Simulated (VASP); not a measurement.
BaCuGe, 3 atoms in the cell. It takes space group P-6m2 (No. 187, hexagonal). The conventional cell has a = 4.206 Å, b = 4.206 Å, c = 5.012 Å, α = 90.00°, β = 90.00°, γ = 120.00°. Ba (site symmetry -6m2) has 6 Cu at 3.49 Å and 6 Ge at 3.49 Å and 6 Ba at 4.21 Å within 4.6 Å. Cu (site symmetry -6m2) has 3 Ge at 2.43 Å within 3.2 Å. Within 3.2 Å of Ge (site symmetry -6m2) lie 3 Cu at 2.43 Å. 

```yaml
Program: VASP 6.6.1
Task: single point
Functional: PBEsol
Potentials_or_basis: VASP PAW PBE potentials, release 64 (Ba_sv, Cu, Ge_d)
Cutoff: 520 eV
k_mesh: 8 × 8 × 6
Occupations: fermi-dirac, width 0.1 eV
Spin: no spin polarisation
Dipole_correction: no
Further_INCAR_settings: ALGO = Normal; EDIFF = 1e-06; NBANDS = 24
```

Potentials or basis: VASP PAW PBE potentials, release 64 (Ba_sv, Cu, Ge_d).

Launch:

```console
$ cat potpaw_PBE.64/Ba_sv/POTCAR potpaw_PBE.64/Cu/POTCAR potpaw_PBE.64/Ge_d/POTCAR > POTCAR
$ mpirun -np 1 vasp_std > vasp.out
```

Hardware: 1 thread of Intel(R) Xeon(R) Platinum 8375C CPU @ 2.90GHz (Ice Lake), with other jobs on the host.

Problem. Estimate the wall time of this run.

Solution. It took 84 s on 1 thread of Intel(R) Xeon(R) Platinum 8375C CPU @ 2.90GHz (Ice Lake), on a shared host, peak memory 0.24 GiB. Counts: scf iterations 15, k points 40.
